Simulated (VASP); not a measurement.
# SiRu6 in VASP: further runs

The runs below take SiRu6 through single point, with PBE.

Everything below comes from runs of VASP 6.6.1. Logs are shortened: lines on timing, memory, paths and dates and some standing lists are left out, and cuts for length are marked.

## Step 1: The cell of the first run

The cell holds a slab with vacuum, 7 atoms: a = 2.720 Å, b = 4.297 Å, c = 20.838 Å, α = 90.00°, β = 90.00°, γ = 90.00°.

## Step 2: Single point, PBE

INCAR reads:

```
PREC = Accurate ; ENCUT = 520
EDIFF = 1E-6 ; ISMEAR = 0
SIGMA = 0.1 ; LREAL = F
LASPH = T ; NELM = 100
ALGO = Normal ; ISIF = 2
LWAVE = F ; LCHARG = F
LDIPOL = T ; IDIPOL = 3
DIPOL = 0.5 0.5 0.355 ; GGA = PE
NBANDS = 53
```

KPOINTS reads:

```
Automatic mesh
0
Gamma
  10 6 1
```

POSCAR reads:

```
SiRu6
1.0
    2.7197977462      0.0000000000      0.0000000000
    0.0000000000      4.2966597640      0.0000000000
    0.0000000000      0.0000000000     20.8383397414
Ru Si
6 1
Direct
    0.0000000000      0.7500000000      0.1919538720
    0.5000000000      0.2500000000      0.2296314409
    0.5000000000      0.7500000000      0.3049865786
    0.0000000000      0.2500000000      0.3407382302
    0.0000000000      0.7500000000      0.4168575075
    0.5000000000      0.2500000000      0.4481326179
    0.5000000000      0.3500000000      0.5548042758
```

Potentials or basis: VASP PAW PBE potentials, release 64 (Ru_pv, Si).

On the command line:

```
cat potpaw_PBE.64/Ru_pv/POTCAR potpaw_PBE.64/Si/POTCAR > POTCAR
mpirun -np 1 vasp_std > vasp.out
```

OUTCAR:

```text
PREC = Accurate
   ENCUT = 520
   EDIFF = 1E-6
   ISMEAR = 0
   LREAL = F
   LASPH = T
   NELM = 100
   ISIF = 2
   GGA = PE

 ion  position               nearest neighbor table
   1  0.000  0.750  0.192-   2 2.66   2 2.66   2 2.66   2 2.66   3 2.72   3 2.72
   2  0.500  0.250  0.230-   3 2.66   3 2.66   1 2.66   1 2.66   1 2.66   1 2.66   4 2.69   4 2.69

   3  0.500  0.750  0.305-   4 2.65   4 2.65   4 2.65   4 2.65   2 2.66   2 2.66   5 2.70   5 2.70
                             1 2.72   1 2.72
   4  0.000  0.250  0.341-   6 2.62   6 2.62   3 2.65   3 2.65   3 2.65   3 2.65   5 2.67   5 2.67
                             2 2.69   2 2.69
   5  0.000  0.750  0.417-   6 2.62   6 2.62   6 2.62   6 2.62   4 2.67   4 2.67   3 2.70   3 2.70

   6  0.500  0.250  0.448-   7 2.26   4 2.62   4 2.62   5 2.62   5 2.62   5 2.62   5 2.62
   7  0.500  0.350  0.555-   6 2.26

  LATTYP: Found a simple orthorhombic cell.
 ALAT       =     2.7197977462
 B/A-ratio  =     1.5797717937
 C/A-ratio  =     7.6617240273

  Lattice vectors:

 A1 = (   2.7197977462,   0.0000000000,   0.0000000000)
 A2 = (   0.0000000000,   4.2966597640,   0.0000000000)
 A3 = (   0.0000000000,   0.0000000000,  20.8383397414)

Analysis of symmetry for initial positions (statically):
=====================================================================
 Subroutine PRICEL returns:
 Original cell was already a primitive cell.

 Routine SETGRP: Setting up the symmetry group for a
 simple orthorhombic supercell.

 Subroutine GETGRP returns: Found  2 space group operations
 (whereof  2 operations were pure point group operations)
 out of a pool of  8 trial point group operations.

The static configuration has the point symmetry C_1h.

Analysis of symmetry for dynamics (positions and initial velocities):
=====================================================================
 Subroutine PRICEL returns:
 Original cell was already a primitive cell.

 Routine SETGRP: Setting up the symmetry group for a
 simple orthorhombic supercell.

 Subroutine GETGRP returns: Found  2 space group operations
 (whereof  2 operations were pure point group operations)
 out of a pool of  8 trial point group operations.

The dynamic configuration has the point symmetry C_1h.

 Subroutine INISYM returns: Found  2 space group operations
 (whereof  2 operations are pure point group operations),
 and found     1 'primitive' translations

----------------------------------------------------------------------------------------

                                     Primitive cell

  volume of cell :     243.5178

  direct lattice vectors                    reciprocal lattice vectors
     2.719797746  0.000000000  0.000000000     0.367674398  0.000000000  0.000000000
     0.000000000  4.296659764  0.000000000     0.000000000  0.232738931  0.000000000
     0.000000000  0.000000000 20.838339741     0.000000000  0.000000000  0.047988468

  length of vectors
     2.719797746  4.296659764 20.838339741     0.367674398  0.232738931  0.047988468

  position of ions in fractional coordinates (direct lattice)
     0.000000000  0.750000000  0.191953872
     0.500000000  0.250000000  0.229631441
     0.500000000  0.750000000  0.304986579
     0.000000000  0.250000000  0.340738230
     0.000000000  0.750000000  0.416857507
     0.500000000  0.250000000  0.448132618
     0.500000000  0.350000000  0.554804276

  ion indices of the primitive-cell ions
   primitive index   ion index
                 1           1
                 2           2
                 3           3
                 4           4
                 5           5
                 6           6
                 7           7

----------------------------------------------------------------------------------------

 KPOINTS: Automatic mesh

Automatic generation of k-mesh.
 Grid dimensions read from file:
 generate k-points for:   10    6    1

 Generating k-lattice:

  Cartesian coordinates                     Fractional coordinates (reciprocal lattice)
     0.036767440  0.000000000  0.000000000     0.100000000  0.000000000  0.000000000
     0.000000000  0.038789822  0.000000000     0.000000000  0.166666667  0.000000000
     0.000000000  0.000000000  0.047988468     0.000000000  0.000000000  1.000000000

  Length of vectors
     0.036767440  0.038789822  0.047988468

  Shift w.r.t. Gamma in fractional coordinates (k-lattice)
     0.000000000  0.000000000  0.000000000

 Subroutine IBZKPT returns following result:
 ===========================================

 Found     24 irreducible k-points:

 Following reciprocal coordinates:
            Coordinates               Weight
  0.000000  0.000000  0.000000      1.000000
  0.100000  0.000000  0.000000      2.000000
  0.200000  0.000000  0.000000      2.000000
  0.300000  0.000000  0.000000      2.000000
  0.400000  0.000000  0.000000      2.000000
  0.500000  0.000000  0.000000      1.000000
[... 16 lines left out ...]
  0.400000  0.500000  0.000000      2.000000
  0.500000  0.500000  0.000000      1.000000
   k-points           NKPTS =     24   k-points in BZ     NKDIM =     24   number of bands    NBANDS=     53
   number of dos      NEDOS =    301   number of ions     NIONS =      7
   total plane-waves  NPLWV = 102400
   dimension x,y,z NGX =    20 NGY =   32 NGZ =  160
   dimension x,y,z NGXF=    40 NGYF=   64 NGZF=  320
   ions per type =               6   1
   NGX,Y,Z   is equivalent  to a cutoff of  12.22, 12.38, 12.76 a.u.
   NGXF,Y,Z  is equivalent  to a cutoff of  24.45, 24.76, 25.53 a.u.
 SYSTEM =  unknown system
   PREC   = accura    normal or accurate (medium, high low for compatibility)
   ISTART =      0    job   : 0-new  1-cont  2-samecut
   ICHARG =      2    charge: 1-file 2-atom 10-const
   ISPIN  =      1    spin polarized calculation?
   LNONCOLLINEAR =      F non collinear calculations
   LSORBIT =      F    spin-orbit coupling
   LASPH  =      T    aspherical Exc in radial PAW
   ENCUT  =  520.0 eV  38.22 Ry    6.18 a.u.   5.06  7.99 38.75*2*pi/ulx,y,z
   NELM   =    100;   NELMIN=  2; NELMDL= -5     # of ELM steps
   EDIFF  = 0.1E-05   stopping-criterion for ELM
   LREAL  =      F    real-space projection
   EDIFFG = 0.1E-04   stopping-criterion for IOM
   NSW    =      0    number of steps for IOM
   IBRION =     -1    ionic relax: 0-MD 1-quasi-New 2-CG
   NFREE  =      0    steps in history (QN), initial steepest desc. (CG)
   ISIF   =      2    stress and relaxation
   ISYM   =      2    0-nonsym 1-usesym 2-fastsym
   POTIM  = 0.5000    time-step for ionic-motion
   TEBEG  =    0.0;   TEEND  =   0.0 temperature during run
   PSTRESS=    0.0 pullay stress
   NELECT =      88.0000    total number of electrons
   NUPDOWN=      -1.0000    fix difference up-down
   EMIN   =  10.00;   EMAX   =-10.00  energy-range for DOS
   EFERMI =   0.00;   METHOD = LEGACY
   ISMEAR =     0;   SIGMA  =   0.10  broadening in eV -4-tet -1-fermi 0-gaus
   EFERMI_NEDOS =   21; number of points for ismear=-14 and -15
   IALGO  =     38    algorithm
   IMIX   =      4    mixing-type and parameters
     AMIX     =   0.40;   BMIX     =  1.00
     AMIX_MAG =   1.60;   BMIX_MAG =  1.00
  volume/ion in A,a.u.               =      34.79       234.76
  Fermi-wavevector in a.u.,A,eV,Ry     =   1.166072  2.203557 18.500178  1.359725
  Thomas-Fermi vector in A             =   2.302590
   LORBIT       =      0    0 simple, 1 ext, 2 COOP (PROOUT), +10 PAW based schemes
   GGA     = PE    functional components
   LHFCALC =     F    Hartree Fock is set to
   AEXX    =    0.0000 exact exchange contribution
   IVDW    =     0    specifies the selected vdW correction
   LEPSILON=     F    determine dielectric tensor
   LRPA    =     F    only Hartree local field effects (RPA)
 non-spin polarized calculation
 Gauss-broadening in eV      SIGMA  =   0.10
  energy-cutoff  :      520.00
  volume of cell :      243.52
 maximum number of plane-waves:      6614
   NGX = 11   NGY = 15   NGZ = 77

 dipolmoment           0.000000      0.000000      0.008535 electrons x Angstroem

 number of electron      88.0000041 magnetization

 dipolmoment           0.000000      0.000000     -0.006230 electrons x Angstroem

 Free energy of the ion-electron system (eV)
  ---------------------------------------------------
  ext. energy  EPLUGINS =         0.00000000
  ---------------------------------------------------
  free energy    TOTEN  =       -56.33067098 eV

  energy without entropy =      -56.29705844  energy(sigma->0) =      -56.31386471

 E-fermi :   2.0879     XC(G=0):  -6.5598

 val. band max:        2.0478105503   @ k =   0.4000   0.5000   0.0000
 cond. band min:       2.1067594557   @ k =   0.3000   0.1667   0.0000
 fundamental gap:      0.0589489054
 Fermi energy:         2.0878737278

 k-point     1 :       0.0000    0.0000    0.0000
  band No.  band energies     occupation
      1     -41.4985      2.00000
      2     -41.2808      2.00000
      3     -41.1785      2.00000
      4     -41.1268      2.00000
      5     -41.0385      2.00000
      6     -40.9025      2.00000
[... 45 lines left out ...]
     52       3.5296      0.00000
     53       3.9336      0.00000

 k-point     2 :       0.1000    0.0000    0.0000
  band No.  band energies     occupation
      1     -41.4747      2.00000
      2     -41.2681      2.00000
      3     -41.1587      2.00000
      4     -41.1199      2.00000
      5     -41.0180      2.00000
      6     -40.9548      2.00000
[... 45 lines left out ...]
     52       3.8121      0.00000
     53       3.9649      0.00000
[... 1174 lines left out ...]
     52       4.5353      0.00000
     53       4.7557      0.00000

 k-point    24 :       0.5000    0.5000    0.0000
  band No.  band energies     occupation
      1     -41.4915      2.00000
      2     -41.4715      2.00000
      3     -41.3403      2.00000
      4     -41.2612      2.00000
      5     -41.1577      2.00000
      6     -41.1137      2.00000
[... 45 lines left out ...]
     52       5.2129      0.00000
     53       5.2912      0.00000

------------------------ aborting loop because EDIFF is reached ----------------------------------------

 vacuum level on the upper side and lower side of the slab       (xc-potential included)        -0.211        -0.043

  FORCE on cell =-STRESS in cart. coord.  units (eV):
  Direction    XX          YY          ZZ          XY          YZ          ZX
  --------------------------------------------------------------------------------------
  -------------------------------------------------------------------------------------
  Total       -5.0374881     -1.7988768     -0.6377731      0.0000000      0.3507136      0.0000000
  in kB      -33.1431608    -11.8353557     -4.1961028      0.0000000      2.3074511      0.0000000
  external PRESSURE =     -16.3915398 kB  Pullay stress =       0.0000000 kB

 VOLUME and BASIS-vectors are now :
 -----------------------------------------------------------------------------
  energy-cutoff  :      520.00
  volume of cell :      243.52
      direct lattice vectors                 reciprocal lattice vectors
     2.719797746  0.000000000  0.000000000     0.367674398  0.000000000  0.000000000
     0.000000000  4.296659764  0.000000000     0.000000000  0.232738931  0.000000000
     0.000000000  0.000000000 20.838339741     0.000000000  0.000000000  0.047988468

 POSITION                                       TOTAL-FORCE (eV/Angst)
 -----------------------------------------------------------------------------------
      0.00000      3.22249      4.00000         0.000000      0.015773      0.821869
      1.35990      1.07416      4.78514         0.000000     -0.020184     -0.438889
      1.35990      3.22249      6.35541         0.000000     -0.053687      0.085148
      0.00000      1.07416      7.10042         0.000000      0.051952     -0.881038
      0.00000      3.22249      8.68662         0.000000      0.131018     -0.197518
      1.35990      1.07416      9.33834         0.000000     -0.297819      0.617899
      1.35990      1.50383     11.56120         0.000000      0.172946     -0.007473
 -----------------------------------------------------------------------------------
    total drift:                                0.000000     -0.000048      0.000364

  FREE ENERGIE OF THE ION-ELECTRON SYSTEM (eV)
  ---------------------------------------------------
  free  energy   TOTEN  =       -56.3306709779 eV

  energy  without entropy=      -56.2970584374  energy(sigma->0) =      -56.31386471

 vacuum level on the upper side and lower side of the slab         6.598         6.737
```

It took 20 min on 1 thread of Intel Xeon 8259CL, shared host; peak memory 0.45 GiB.

Results:

```
Free energy            : -56.3307 eV
Largest force          : 0.883 eV/Å
Band gap on the k mesh : zero (bands 44 and 45 overlap by 1.06 eV)
```

Forces on the atoms (eV/Å):
```
Ru   0.000  0.016  0.822
Ru   0.000 -0.020 -0.439
Ru   0.000 -0.054  0.085
Ru   0.000  0.052 -0.881
Ru   0.000  0.131 -0.198
Ru   0.000 -0.298  0.618
Si   0.000  0.173 -0.007
```

Levels at points of the mesh, in eV from the Fermi level:
```csv
k point,band 42,band 43,band 44,band 45,band 46,band 47
"(0.00, 0.00, 0.00)",-1.24,-1.08,-0.59,-0.53,-0.49,-0.05
"(0.50, 0.00, 0.00)",-0.10,0.15,0.20,0.51,0.94,1.37
"(0.00, 0.50, 0.00)",-0.89,-0.75,-0.17,0.24,0.36,0.45
"(0.50, 0.50, 0.00)",0.24,0.25,0.48,1.00,1.05,1.13
```

## Step 3: Single point, PBE

INCAR reads:

```
ALGO = Normal
DIPOL = 0.5 0.5 0.355
EDIFF = 1E-7
ENCUT = 520
GGA = PE
IDIPOL = 3
ISIF = 2
ISMEAR = 0
LASPH = True
LCHARG = False
LDIPOL = True
LREAL = False
LWAVE = False
NBANDS = 53
NELM = 60
PREC = Accurate
SIGMA = 0.1
```

KPOINTS reads:

```
k-points
0
Gamma
  10 6 1
```

Edit POSCAR of step 2 so:

```diff
@@ -14,2 +14,2 @@
     0.5000000000      0.2500000000      0.4481326179
-    0.5000000000      0.3500000000      0.5548042758
+    0.6666666667      0.2500000000      0.5540725923
```

Potentials or basis: VASP PAW PBE potentials, release 64 (Ru_pv, Si).

On the command line:

```
cat potpaw_PBE.64/Ru_pv/POTCAR potpaw_PBE.64/Si/POTCAR > POTCAR
mpirun -np 1 vasp_std > vasp.out
```

Wall time 15 min (1 thread of Intel Xeon 8259CL, shared host); peak memory 0.45 GiB.

The run converged. Its results:

| Item | Value |
| --- | --- |
| Free energy | -56.4247 eV |
| Largest force | 0.952 eV/Å |
| Band gap on the k mesh | zero (bands 44 and 45 overlap by 1.11 eV) |

Forces in eV/Å, atoms in the order of the input:
```
Ru   0.031  0.000  0.849
Ru  -0.001  0.000 -0.474
Ru  -0.029  0.000  0.060
Ru  -0.179  0.000 -0.935
Ru   0.012  0.000 -0.282
Ru  -0.344  0.000  0.764
Si   0.511  0.000  0.018
```

Levels at points of the mesh, in eV from the Fermi level:
| k point | band 42 | band 43 | band 44 | band 45 | band 46 | band 47 |
| --- | --- | --- | --- | --- | --- | --- |
| (0.00, 0.00, 0.00) | -1.32 | -1.16 | -0.60 | -0.56 | -0.44 | -0.04 |
| (0.50, 0.00, 0.00) | -0.02 | 0.15 | 0.16 | 0.75 | 0.95 | 1.37 |
| (0.00, 0.50, 0.00) | -0.89 | -0.75 | -0.14 | 0.25 | 0.36 | 0.46 |
| (0.50, 0.50, 0.00) | 0.11 | 0.40 | 0.47 | 1.02 | 1.05 | 1.25 |

## Step 4: Single point, PBE

INCAR reads:

```
PREC = Accurate
ENCUT = 520
EDIFF = 1E-7
ISMEAR = 0
SIGMA = 0.1
LREAL = False
LASPH = True
NELM = 60
ALGO = Normal
ISIF = 2
LWAVE = False
LCHARG = False
LDIPOL = True
IDIPOL = 3
DIPOL = 0.5 0.5 0.353
GGA = PE
NBANDS = 53
```

KPOINTS reads:

```
Automatic mesh
0
Gamma
  10 6 1
```

Edit POSCAR of step 3 so:

```diff
@@ -14,2 +14,2 @@
     0.5000000000      0.2500000000      0.4481326179
-    0.6666666667      0.2500000000      0.5540725923
+    0.5000000000      0.5500000000      0.5362300983
```

On the command line:

```
cat potpaw_PBE.64/Ru_pv/POTCAR potpaw_PBE.64/Si/POTCAR > POTCAR
mpirun -np 1 vasp_std > vasp.out
```

It took 15 min on 1 thread of Intel Xeon 8259CL, shared host; peak memory 0.45 GiB.

It converged, with:

| Property | Result |
| --- | --- |
| Free energy | -56.8763 eV |
| Largest force | 1.465 eV/Å |
| Band gap on the k mesh | zero (bands 44 and 45 overlap by 1.29 eV) |

Forces in eV/Å, atoms in the order of the input:
```
Ru   0.000  0.029  0.840
Ru   0.000 -0.087 -0.483
Ru   0.000 -0.074 -0.205
Ru   0.000  0.259 -0.480
Ru   0.000  0.031  0.383
Ru   0.000 -1.463 -0.077
Si   0.000  1.304  0.023
```

Levels at points of the mesh, in eV from the Fermi level:
```
           k point  band 40  band 41  band 42  band 43  band 44  band 45  band 46  band 47  band 48  band 49
(0.00, 0.00, 0.00)    -1.53    -1.44    -1.20    -0.97    -0.67    -0.56    -0.20    -0.08     1.05     1.08
(0.50, 0.00, 0.00)    -0.78    -0.61     0.02     0.14     0.48     0.83     0.90     1.34     1.40     1.71
(0.00, 0.50, 0.00)    -1.31    -1.07    -1.05    -0.75    -0.19     0.18     0.35     0.44     0.61     0.65
(0.50, 0.50, 0.00)    -0.96    -0.27     0.01     0.25     0.68     0.85     1.03     1.10     1.35     1.64
```

## Step 5: Summary

```tsv
cell	gap on the mesh (eV)	largest force (eV/Å)
as given, atomic positions A	none	0.88
as given, atomic positions B	none	0.95
as given, atomic positions C	none	1.46
```

Alike in all rows: task single point; level PBE; potentials or basis VASP PAW PBE potentials, release 64 (Ru_pv, Si); no spin polarisation; k mesh 10 × 6 × 1; cutoff (eV) 520; smearing gaussian 0.1 eV.

Absolute energies hang on the potentials; compare differences alone.
